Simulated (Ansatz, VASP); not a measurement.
Se: VASP beside Ansatz

```
CELL_PARAMETERS angstrom
4.36620 0.00000 0.00000
-2.18310 3.78124 0.00000
0.00000 0.00000 4.90406
ATOMIC_POSITIONS crystal
Se 0.22540 0.00000 0.33333
Se 0.00000 0.22540 0.66667
Se 0.77460 0.77460 0.00000
```

Change from the starting cell: zz strain of -1 %, PAW files.

Alike in both runs: task electric field gradients; functional LDA; k mesh 6 × 6 × 5; occupations fermi-dirac, width 0.03 eV; no spin polarisation.

```csv
,VASP,Ansatz
version,VASP 6.6.1,Ansatz 0.2.0
potentials or method,"VASP PAW LDA potentials, release 64 (Se)","PAW with Ansatz's default frozen-core files, scalar-relativistic"
plane-wave cutoff (eV),520,420
valence electrons in the cell,18,48
```

|  | VASP | Ansatz | Ansatz less VASP |
| --- | --- | --- | --- |
| gap on the k mesh at the Fermi level (eV) | 1.16 | 1.17 | +0.005 |
| pressure (GPa) | -0.3 | -0.5 | -0.23 |
| traceless stress, the component that is largest in VASP (GPa) | 1.44 | 1.36 | -0.084 |
| rms of the force components (eV/Å) | 0.220 | 0.189 | -0.0306 |
| size of Vzz on the site where it differs most (V/Å²) | 493.1 | 507.5 | +14.46 |

LDA's correlation is that of Perdew and Zunger in VASP and of Perdew and Wang (1992) in Ansatz. Atom by atom the forces differ by 0.031 eV/Å (rms over components). VASP's potentials hold 18 valence electrons a cell and Ansatz's 48, so a difference there can come from the potentials and not from the codes.
